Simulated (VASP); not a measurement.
A run of VASP 6.6.1:

The input INCAR:

```
SYSTEM = SrO
PREC = Accurate
ENCUT = 600
EDIFF = 1E-6
ISMEAR = 0
SIGMA = 0.02
LREAL = .FALSE.
LASPH = .TRUE.
NELM = 200
ALGO = Normal
ISIF = 2
LWAVE = .FALSE.
LCHARG = .FALSE.
LNONCOLLINEAR = .TRUE.
MAGMOM = 0 0 0 0 0 0 0 0 0 0 0 0
LORBIT = 11
LSORBIT = .TRUE.
GGA_COMPAT = .FALSE.
LORBMOM = .TRUE.
GGA = PE
IVDW = 12
NBANDS = 46
```

KPOINTS

```
Automatic mesh
0
G
  6 6 6
  0 0 0
```

POSCAR

```
SrO
1.0
    4.2549631900      0.0000000000      0.0000000000
   -2.1274815950      3.6849062147      0.0000000000
    0.0000000000      0.0000000000      5.1494913021
Sr O
2 2
Direct
    0.3333333333      0.6666666667      0.9375000000
    0.6666666667      0.3333333333      0.4375000000
    0.3333333333      0.6666666667      0.4375000000
    0.6666666667      0.3333333333      0.9375000000
```

Potentials or basis: VASP PAW PBE potentials, release 64 (Sr_sv, O).

Run with:

```sh
$ cat potpaw_PBE.64/Sr_sv/POTCAR potpaw_PBE.64/O/POTCAR > POTCAR
$ mpirun -np 1 vasp_ncl > vasp.out
```

Hardware: 1 thread of Intel(R) Xeon(R) Platinum 8488C (Sapphire Rapids), on a shared host.

Problem. How long does it take, and how much memory?

Solution. Wall time 5 min on 1 thread of Intel(R) Xeon(R) Platinum 8488C (Sapphire Rapids), on a shared host, peak memory 0.54 GiB. Counts: scf iterations 16, k points 28.
